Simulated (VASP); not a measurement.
# TiO2 (P1) in VASP: further runs

Runs on TiO2. Level: PBE. Tasks: single point.

All numbers are computed with VASP 6.6.1; they aren't measurements. Logs are shortened: lines on timing, memory, paths and dates and some standing lists are left out, and cuts for length are marked.

### Step 1. The cell of the first run

The typed cell holds 12 atoms: a = 6.743 Å, b = 6.743 Å, c = 6.743 Å, α = 94.93°, β = 94.93°, γ = 145.89°.

### Step 2. Single point, PBE

Input file INCAR:

```
SYSTEM = TiO2
ALGO = Normal
EDIFF = 1E-6
ENCUT = 520
GGA = PE
ISIF = 2
ISMEAR = -1
LASPH = .True.
LCHARG = .False.
LREAL = .False.
LWAVE = .False.
NBANDS = 60
NELM = 60
PREC = Accurate
SIGMA = 0.24
```

Input file KPOINTS:

```
k-points
0
Gamma
  3 3 2
  0 0 0
```

Input file POSCAR:

```
TiO2
1.0
   -4.5582430000      4.5582430000      1.9775720000
    4.5582430000     -4.5582430000      1.9775720000
    4.5582430000      4.5582430000     -1.9775720000
Ti O
4 8
Direct
    0.2704116274      0.0396319169      0.2821810948
   -0.0424589165      0.6600486067      0.7148807117
    0.8977172551      0.2519421176      0.2860751390
    0.7904228402      1.0509508550      0.7374442302
    0.3546722321      0.0552695894      0.6404770435
    0.0419976470      0.7229837200     -0.0461142594
    0.1307560235      0.4901927626      0.6946755581
    0.2786850865      0.3197206346      0.3451658896
    0.8855913857      0.8824871194      0.7503658756
    0.7862784074      0.4479243530      0.3177759501
    0.7579708462      0.0609478924      1.0274572900
    0.4879576481      0.8766710186      0.3898980375
```

Potentials or basis: VASP PAW PBE potentials, release 64 (Ti_sv, O).

Launch:

```
$ cat potpaw_PBE.64/Ti_sv/POTCAR potpaw_PBE.64/O/POTCAR > POTCAR
$ mpirun -np 1 vasp_std > vasp.out
```

OUTCAR:

```text
SYSTEM = TiO2
   EDIFF = 1E-6
   ENCUT = 520
   GGA = PE
   ISIF = 2
   ISMEAR = -1
   LASPH = .True.
   LREAL = .False.
   NELM = 60
   PREC = Accurate

 ion  position               nearest neighbor table
   1  0.270  0.040  0.282-   8 1.85  10 1.90   6 2.23  10 2.32   5 2.41
   2  0.958  0.660  0.715-   6 1.56   5 1.78   9 1.92   7 2.22   5 2.29
   3  0.898  0.252  0.286-  11 1.71  12 1.89  10 1.99   8 2.19  12 2.31
   4  0.790  0.051  0.737-   9 1.71   7 1.77  11 1.99  12 2.40   7 2.43
   5  0.355  0.055  0.640-   2 1.78   2 2.29   1 2.41
   6  0.042  0.723  0.954-   2 1.56   1 2.23
   7  0.131  0.490  0.695-   4 1.77   2 2.22   4 2.43
   8  0.279  0.320  0.345-   1 1.85   3 2.19
   9  0.886  0.882  0.750-   4 1.71   2 1.92
  10  0.786  0.448  0.318-   1 1.90   3 1.99   1 2.32
  11  0.758  0.061  0.027-   3 1.71   4 1.99
  12  0.488  0.877  0.390-   3 1.89   3 2.31   4 2.40

  LATTYP: Found a body centered tetragonal cell.
 ALAT       =     9.1164860000
 C/A-ratio  =     0.4338452338

  Lattice vectors:

 A1 = (  -4.5582430000,   4.5582430000,   1.9775720000)
 A2 = (   4.5582430000,  -4.5582430000,   1.9775720000)
 A3 = (   4.5582430000,   4.5582430000,  -1.9775720000)

Analysis of symmetry for initial positions (statically):
=====================================================================
 Subroutine PRICEL returns:
 Original cell was already a primitive cell.

 Routine SETGRP: Setting up the symmetry group for a
 body centered tetragonal supercell.

 Subroutine GETGRP returns: Found  1 space group operations
 (whereof  1 operations were pure point group operations)
 out of a pool of 16 trial point group operations.

The static configuration has the point symmetry C_1 .

Analysis of symmetry for dynamics (positions and initial velocities):
=====================================================================
 Subroutine PRICEL returns:
 Original cell was already a primitive cell.

 Routine SETGRP: Setting up the symmetry group for a
 body centered tetragonal supercell.

 Subroutine GETGRP returns: Found  1 space group operations
 (whereof  1 operations were pure point group operations)
 out of a pool of 16 trial point group operations.

The dynamic configuration has the point symmetry C_1 .

 Subroutine INISYM returns: Found  1 space group operations
 (whereof  1 operations are pure point group operations),
 and found     1 'primitive' translations

----------------------------------------------------------------------------------------

                                     Primitive cell

  volume of cell :     164.3566

  direct lattice vectors                    reciprocal lattice vectors
    -4.558243000  4.558243000  1.977572000     0.000000000  0.109691388  0.252835295
     4.558243000 -4.558243000  1.977572000     0.109691388  0.000000000  0.252835295
     4.558243000  4.558243000 -1.977572000     0.109691388  0.109691388  0.000000000

  length of vectors
     6.742844319  6.742844319  6.742844319     0.275604584  0.275604584  0.155127048

  position of ions in fractional coordinates (direct lattice)
     0.270411627  0.039631917  0.282181095
     0.957541083  0.660048607  0.714880712
     0.897717255  0.251942118  0.286075139
     0.790422840  0.050950855  0.737444230
     0.354672232  0.055269589  0.640477043
     0.041997647  0.722983720  0.953885741
     0.130756023  0.490192763  0.694675558
     0.278685086  0.319720635  0.345165890
     0.885591386  0.882487119  0.750365876
     0.786278407  0.447924353  0.317775950
     0.757970846  0.060947892  0.027457290
     0.487957648  0.876671019  0.389898037

  ion indices of the primitive-cell ions
   primitive index   ion index
                 1           1
[... 40 lines left out ...]
|           W    W  A    A  R    R  N    N  II  N    N   GGGG   !!!           |
|                                                                             |
|     Your reciprocal lattice and k-lattice belong to different lattice       |
|     classes:                                                                |
|                                                                             |
|        The reciprocal lattice is body-centered tetragonal,                  |
|        whereas your k-lattice is base-centered monoclinic.                  |
|                                                                             |
|     Results are often still useful ...                                      |
|                                                                             |
 -----------------------------------------------------------------------------

 WARNING: IBZKPT: internal override: KBLOWUP is changed to .FALSE.
      ... skipping the blow-up phase ...

 Subroutine IBZKPT returns following result:
 ===========================================

 Found     10 irreducible k-points:

 Following reciprocal coordinates:
            Coordinates               Weight
  0.000000  0.000000  0.000000      1.000000
  0.333333  0.000000  0.000000      2.000000
  0.000000  0.333333  0.000000      2.000000
  0.333333  0.333333 -0.000000      2.000000
 -0.333333  0.333333  0.000000      2.000000
  0.000000  0.000000  0.500000      1.000000
  0.333333  0.000000  0.500000      2.000000
  0.000000  0.333333  0.500000      2.000000
  0.333333  0.333333  0.500000      2.000000
 -0.333333  0.333333  0.500000      2.000000
   k-points           NKPTS =     10   k-points in BZ     NKDIM =     10   number of bands    NBANDS=     60
   number of dos      NEDOS =    301   number of ions     NIONS =     12
   total plane-waves  NPLWV = 125000
   dimension x,y,z NGX =    50 NGY =   50 NGZ =   50
   dimension x,y,z NGXF=   100 NGYF=  100 NGZF=  100
   ions per type =               4   8
   NGX,Y,Z   is equivalent  to a cutoff of  12.33, 12.33, 12.33 a.u.
   NGXF,Y,Z  is equivalent  to a cutoff of  24.66, 24.66, 24.66 a.u.
 SYSTEM =  TiO2
   PREC   = accura    normal or accurate (medium, high low for compatibility)
   ISTART =      0    job   : 0-new  1-cont  2-samecut
   ICHARG =      2    charge: 1-file 2-atom 10-const
   ISPIN  =      1    spin polarized calculation?
   LNONCOLLINEAR =      F non collinear calculations
   LSORBIT =      F    spin-orbit coupling
   LASPH  =      T    aspherical Exc in radial PAW
   ENCUT  =  520.0 eV  38.22 Ry    6.18 a.u.  12.54 12.54 12.54*2*pi/ulx,y,z
   NELM   =     60;   NELMIN=  2; NELMDL= -5     # of ELM steps
   EDIFF  = 0.1E-05   stopping-criterion for ELM
   LREAL  =      F    real-space projection
   EDIFFG = 0.1E-04   stopping-criterion for IOM
   NSW    =      0    number of steps for IOM
   IBRION =     -1    ionic relax: 0-MD 1-quasi-New 2-CG
   NFREE  =      0    steps in history (QN), initial steepest desc. (CG)
   ISIF   =      2    stress and relaxation
   ISYM   =      2    0-nonsym 1-usesym 2-fastsym
   POTIM  = 0.5000    time-step for ionic-motion
   TEBEG  =    0.0;   TEEND  =   0.0 temperature during run
   PSTRESS=    0.0 pullay stress
   NELECT =      96.0000    total number of electrons
   NUPDOWN=      -1.0000    fix difference up-down
   EMIN   =  10.00;   EMAX   =-10.00  energy-range for DOS
   EFERMI =   0.00;   METHOD = LEGACY
   ISMEAR =    -1;   SIGMA  =   0.24  broadening in eV -4-tet -1-fermi 0-gaus
   EFERMI_NEDOS =   21; number of points for ismear=-14 and -15
   IALGO  =     38    algorithm
   IMIX   =      4    mixing-type and parameters
     AMIX     =   0.40;   BMIX     =  1.00
     AMIX_MAG =   1.60;   BMIX_MAG =  1.00
  volume/ion in A,a.u.               =      13.70        92.43
  Fermi-wavevector in a.u.,A,eV,Ry     =   1.368473  2.586039 25.479872  1.872718
  Thomas-Fermi vector in A             =   2.494434
   LORBIT       =      0    0 simple, 1 ext, 2 COOP (PROOUT), +10 PAW based schemes
   GGA     = PE    functional components
   LHFCALC =     F    Hartree Fock is set to
   AEXX    =    0.0000 exact exchange contribution
   IVDW    =     0    specifies the selected vdW correction
   LEPSILON=     F    determine dielectric tensor
   LRPA    =     F    only Hartree local field effects (RPA)
 non-spin polarized calculation
  energy-cutoff  :      520.00
  volume of cell :      164.36
 maximum number of plane-waves:      4451
 NGX is ok and might be reduce to    50
   NGX = 25   NGY = 25   NGZ = 25

 number of electron      96.0000011 magnetization

 Free energy of the ion-electron system (eV)
  ---------------------------------------------------
  ext. energy  EPLUGINS =         0.00000000
  ---------------------------------------------------
  free energy    TOTEN  =      -102.60975891 eV

  energy without entropy =     -102.52125662  energy(sigma->0) =     -102.56550776

 E-fermi :   3.0715     XC(G=0):  -9.7191

 val. band max:        2.1038573826   @ k =   0.3333   0.0000   0.0000
 cond. band min:       4.0312006226   @ k =   0.0000   0.0000   0.5000
 fundamental gap:      1.9273432400
 Fermi energy:         3.0715264994

 k-point     1 :       0.0000    0.0000    0.0000
  band No.  band energies     occupation
      1     -55.2285      2.00000
      2     -54.4238      2.00000
      3     -54.1668      2.00000
      4     -53.5448      2.00000
      5     -31.5271      2.00000
      6     -31.4282      2.00000
[... 619 lines left out ...]
     59       6.3957      0.00000
     60       6.7507      0.00000

------------------------ aborting loop because EDIFF is reached ----------------------------------------

  FORCE on cell =-STRESS in cart. coord.  units (eV):
  Direction    XX          YY          ZZ          XY          YZ          ZX
  --------------------------------------------------------------------------------------
  -------------------------------------------------------------------------------------
  Total       -1.4460867     -1.0176536     -9.7134795      4.6171470     -1.0072662     -0.9712129
  in kB      -14.0967073     -9.9202656    -94.6887033     45.0087595     -9.8190078     -9.4675541
  external PRESSURE =     -39.5685588 kB  Pullay stress =       0.0000000 kB

 VOLUME and BASIS-vectors are now :
 -----------------------------------------------------------------------------
  energy-cutoff  :      520.00
  volume of cell :      164.36
      direct lattice vectors                 reciprocal lattice vectors
    -4.558243000  4.558243000  1.977572000     0.000000000  0.109691388  0.252835295
     4.558243000 -4.558243000  1.977572000     0.109691388  0.000000000  0.252835295
     4.558243000  4.558243000 -1.977572000     0.109691388  0.109691388  0.000000000

 POSITION                                       TOTAL-FORCE (eV/Angst)
 -----------------------------------------------------------------------------------
      0.23430      2.33820      0.05510         1.930876      0.240100      0.200993
      1.90256      4.61464      1.78517        -4.560213     -5.378163     -0.897847
     -1.63960      4.24760      1.70780         0.626203      2.222394      0.513343
     -0.00924      6.73214      0.20553         0.469405     -0.804086     -2.920875
      1.55470      4.28420     -0.45590        -0.997214     -0.859797      3.506077
      7.45214      1.24394     -0.37357         6.826429      7.422984     -0.216068
      4.80490      1.52810     -0.14580        -0.346367     -0.283295      1.050624
      1.76040      1.38630      0.50080        -2.609088      0.810494     -2.036478
      3.40620      3.43450      2.01260         0.149254     -1.252615      0.068697
     -0.09380      2.99080      1.81230         0.084691     -1.006309     -0.093145
     -3.05204      3.30236      1.56517        -0.505860     -1.133370      0.595555
      3.54910      0.00540      1.92760        -1.068116      0.021663      0.229123
 -----------------------------------------------------------------------------------
    total drift:                               -0.001019      0.000976     -0.000478

  FREE ENERGIE OF THE ION-ELECTRON SYSTEM (eV)
  ---------------------------------------------------
  free  energy   TOTEN  =      -102.6097589054 eV

  energy  without entropy=     -102.5212566158  energy(sigma->0) =     -102.56550776
```

Run time: 2.5 min. Hardware: 1 thread of Intel Xeon Platinum 8488C (Sapphire Rapids), shared host; peak memory 0.37 GiB.

Results:

```yaml
Free_energy: -102.6098 eV
Pressure: -4.0 GPa
Largest_force: 10.087 eV/Å
Band_gap_on_the_k_mesh: 1.93 eV (least direct gap 2.00 eV)
```

Forces on the atoms (eV/Å):
```
Ti   1.931  0.240  0.201
Ti  -4.560 -5.378 -0.898
Ti   0.626  2.222  0.513
Ti   0.469 -0.804 -2.921
O   -0.997 -0.860  3.506
O    6.826  7.423 -0.216
O   -0.346 -0.283  1.051
O   -2.609  0.810 -2.036
O    0.149 -1.253  0.069
O    0.085 -1.006 -0.093
O   -0.506 -1.133  0.596
O   -1.068  0.022  0.229
```

Caveat: the k points lie up to 0.58 Å⁻¹ apart; the atoms stand as in a frame of molecular dynamics; an odd mesh through Γ misses points on the zone boundary, where band edges can lie; forces of over 1 eV/Å act on the atoms, so gaps and moduli don't describe the material at rest.

### Step 3. Single point, PBE

Input file INCAR:

```
PREC = Accurate ; ENCUT = 520
EDIFF = 1E-6 ; ISMEAR = -1
SIGMA = 0.24 ; LREAL = False
LASPH = True ; NELM = 100
ALGO = Normal ; ISIF = 2
LWAVE = False ; LCHARG = False
GGA = PE ; NBANDS = 60
```

Input file KPOINTS:

```
regular mesh
0
Gamma
  3 3 2
```

Input file POSCAR:

```
TiO2
1.0
   -4.5582430000      4.5582430000      1.9775720000
    4.5582430000     -4.5582430000      1.9775720000
    4.5582430000      4.5582430000     -1.9775720000
Ti O
4 8
Direct
    0.2757832348      0.0636400910      0.3145948998
    0.0160527408      0.7211380116      0.7468996278
    0.9698779938      0.3657526762      0.3374874924
    0.7175419096      0.9877337357      0.7008621524
    0.5323320285      0.1767454571      0.6757537937
    0.1376786538      0.8745524888      0.0449844381
    0.1768122356      0.5217587424      0.6368791659
    0.1092920103      0.1557682512      0.3160318570
    0.8642765201      0.8763096653      0.6869203770
    0.8763722398      0.5945531266      0.3917737602
    0.9176538086      0.2181847368      0.9803448390
    0.4963929612      0.8834390226      0.3623216226
```

Potentials or basis: VASP PAW PBE potentials, release 64 (Ti_sv, O).

Launch:

```
$ cat potpaw_PBE.64/Ti_sv/POTCAR potpaw_PBE.64/O/POTCAR > POTCAR
$ mpirun -np 1 vasp_std > vasp.out
```

Run time: 2.7 min. Hardware: 1 thread of Intel Xeon Platinum 8488C (Sapphire Rapids), shared host; peak memory 0.36 GiB.

It converged, with:

```
Free energy            : -103.7045 eV
Pressure               : -10.4 GPa
Largest force          : 4.960 eV/Å
Band gap on the k mesh : 0.97 eV (least direct gap 1.24 eV)
```

Forces on the atoms (eV/Å):
```
Ti   1.028  1.047  0.251
Ti   1.002 -0.652 -0.391
Ti  -2.134  0.537  0.245
Ti   4.233 -0.570  1.322
O    1.517 -0.168  0.835
O   -3.045 -1.680  0.349
O    0.268 -0.926 -1.119
O    1.655 -0.850  0.423
O   -3.450  3.553 -0.280
O   -1.655  1.151 -1.490
O    0.584 -0.957 -0.982
O   -0.004 -0.486  0.838
```

Stress tensor (GPa, compression positive):
```
 -8.35  -4.14  -1.39
 -4.14  -9.67   0.31
 -1.39   0.31 -13.23
```

Levels at points of the mesh, in eV from the valence-band top:
```tsv
k point	band 46	band 47	band 48	band 49	band 50	band 51
(0.00, 0.00, 0.00)	-1.09	-0.65	-0.26	0.97	1.46	1.66
(0.00, 0.00, 0.50)	-0.99	-0.72	-0.11	1.13	1.45	1.62
```

Caveat: the k points lie up to 0.58 Å⁻¹ apart; the atoms stand as in a frame of molecular dynamics; an odd mesh through Γ misses points on the zone boundary, where band edges can lie; forces of over 1 eV/Å act on the atoms, so gaps and moduli don't describe the material at rest.

### Step 4. Single point, PBE

Input file INCAR:

```
SYSTEM = TiO2
  PREC = Accurate
  ENCUT = 520
  EDIFF = 1E-7
  ISMEAR = -1
  SIGMA = 0.24
  LREAL = .FALSE.
  LASPH = .TRUE.
  NELM = 60
  ALGO = Normal
  ISIF = 2
  LWAVE = .FALSE.
  LCHARG = .FALSE.
  GGA = PE
  NBANDS = 60
```

Input file KPOINTS:

```
regular mesh
0
G
  3 3 2
  0 0 0
```

Input file POSCAR:

```
TiO2
1.0
   -4.5582430000      4.5582430000      1.9775720000
    4.5582430000     -4.5582430000      1.9775720000
    4.5582430000      4.5582430000     -1.9775720000
Ti O
4 8
Direct
    0.3021489301      0.0619576985      0.3308840709
    0.0688575939      0.7984479207      0.7646038177
    0.9829317621      0.3115765930      0.2714861845
    0.7346373317      1.0357182526      0.7109756983
    0.4948952762      0.1847099701      0.6606931662
    0.2159175576      0.9347252210      0.0324028359
    0.2079073028      0.5792565266      0.6799110973
    0.2130554954      0.2552318339      0.3515279901
    0.9011430794      0.9197686770      0.7088915619
    0.8599098024      0.5504155521      0.3463944331
    0.8454540321      0.1966733506      1.0065281732
    0.5072918204      0.8793869457      0.3244671247
```

Launch:

```
$ cat potpaw_PBE.64/Ti_sv/POTCAR potpaw_PBE.64/O/POTCAR > POTCAR
$ mpirun -np 1 vasp_std > vasp.out
```

It took 2.6 min on 1 thread of Intel Xeon Platinum 8488C (Sapphire Rapids), shared host; peak memory 0.36 GiB.

It converged, with:

| Property | Result |
| --- | --- |
| Free energy | -105.7281 eV |
| Pressure | -13.6 GPa |
| Largest force | 2.231 eV/Å |
| Band gap on the k mesh | 2.02 eV (least direct gap 2.38 eV) |

Forces in eV/Å, atoms in the order of the input:
```
Ti   0.486  0.110  0.118
Ti  -1.156 -1.091 -0.014
Ti   1.598  1.296  0.186
Ti  -0.225  0.363 -0.183
O   -0.003  0.338  0.930
O    0.257  0.004 -0.296
O    0.210 -0.241 -0.525
O   -0.905 -0.160 -0.621
O    0.773 -0.442 -0.378
O   -0.144  0.394  0.198
O   -1.777 -1.317  0.287
O    0.886  0.745  0.299
```

Stress tensor (GPa, compression positive):
```
-11.08   4.42   0.57
  4.42 -11.12  -0.07
  0.57  -0.07 -18.72
```

Levels at points of the mesh, in eV from the valence-band top:
| k point | band 45 | band 46 | band 47 | band 48 | band 49 | band 50 | band 51 | band 52 |
| --- | --- | --- | --- | --- | --- | --- | --- | --- |
| (0.00, 0.00, 0.00) | -0.58 | -0.53 | -0.42 | -0.35 | 2.02 | 2.69 | 2.82 | 2.99 |
| (0.00, 0.00, 0.50) | -0.76 | -0.56 | -0.50 | -0.38 | 2.29 | 2.66 | 2.74 | 2.87 |

Caveat: the k points lie up to 0.58 Å⁻¹ apart; the atoms stand as in a frame of molecular dynamics; an odd mesh through Γ misses points on the zone boundary, where band edges can lie; forces of over 1 eV/Å act on the atoms, so gaps and moduli don't describe the material at rest.

### Step 5. Overview

| cell | gap on the mesh (eV) | pressure (GPa) | largest force (eV/Å) |
| --- | --- | --- | --- |
| as given, atomic positions A | 1.93 | -4.0 | 10.09 |
| as given, atomic positions B | 0.97 | -10.4 | 4.96 |
| as given, atomic positions C | 2.02 | -13.6 | 2.23 |

Alike in all rows: task single point; level PBE; potentials or basis VASP PAW PBE potentials, release 64 (Ti_sv, O); no spin polarisation; k mesh 3 × 3 × 2; cutoff (eV) 520; smearing fermi-dirac 0.24 eV.

Caveats: all runs use coarse meshes; the atoms stand as in a frame of molecular dynamics; an odd mesh through Γ misses points on the zone boundary, where band edges can lie; forces of over 1 eV/Å act on the atoms, so gaps and moduli don't describe the material at rest.

Total energies depend on the potentials used, so only differences within one code and one set of settings carry meaning.
